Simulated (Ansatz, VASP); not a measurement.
**Two plane-wave programs on Pd**

Contents of INCAR:

```
SYSTEM = Pd
ALGO = Normal ; EDIFF = 1E-6
ENCUT = 520 ; GGA = PE
ISIF = 2 ; ISMEAR = -1
LASPH = .True. ; LCHARG = .False.
LREAL = .False. ; LWAVE = .False.
NBANDS = 28 ; NELM = 60
PREC = Accurate ; SIGMA = 0.05
```

Contents of KPOINTS:

```
k-points
0
Gamma
  11 11 3
  0 0 0
```

Contents of POSCAR:

```
Pd
1.0
    2.7808573127      0.0000000000      0.0000000000
   -1.3904286564      2.4082930771      0.0000000000
    0.0000000000      0.0000000000      9.1787825657
Pd
4
Direct
    0.6666666667      0.3333333333      0.7500000000
    0.0000000000      0.0000000000      0.5000000000
    0.3333333333      0.6666666667      0.2500000000
    0.0000000000      0.0000000000      0.0000000000
```

input.yaml

```yaml
crystal:
  lattice:
    - [2.7808573127, 0.0, 0.0]
    - [-1.3904286564, 2.4082930771, 0.0]
    - [0.0, 0.0, 9.1787825657]
  atoms:
    - { symbol: Pd, position: [0.6666666667, 0.3333333333, 0.75] }
    - { symbol: Pd, position: [0.0, 0.0, 0.5] }
    - { symbol: Pd, position: [0.3333333333, 0.6666666667, 0.25] }
    - { symbol: Pd, position: [0.0, 0.0, 0.0] }
hamiltonian:
  xc: pbe
  pseudopotentials: { kind: paw }
kpoints:
  mp_grid: { grid: [11, 11, 3] }
scf:
  occupations: { method: fermi_dirac, width: 0.05 }
output:
  forces: true
  stress: true
  eigenvalues: true
```

Alike in both runs: task single point; functional PBE; k mesh 11 × 11 × 3; occupations fermi-dirac, width 0.05 eV; no spin polarisation.

```csv
,VASP,Ansatz
version,VASP 6.6.1,Ansatz 0.2.0
potentials or method,"VASP PAW PBE potentials, release 64 (Pd)",Ansatz PAW
plane-wave cutoff (eV),520,420
valence electrons in the cell,40,72
```

```tsv
	VASP	Ansatz	Ansatz less VASP
gap on the k mesh at the Fermi level (eV)	none	none	-
pressure (GPa)	-0.3	0.0	+0.27
traceless stress, the component that is largest in VASP (GPa)	-0.30	-0.27	+0.031
```

A gap of «none» marks a metal or a gap that the smearing closes. VASP's potentials hold 40 valence electrons a cell and Ansatz's 72, so a difference there can come from the potentials and not from the codes.
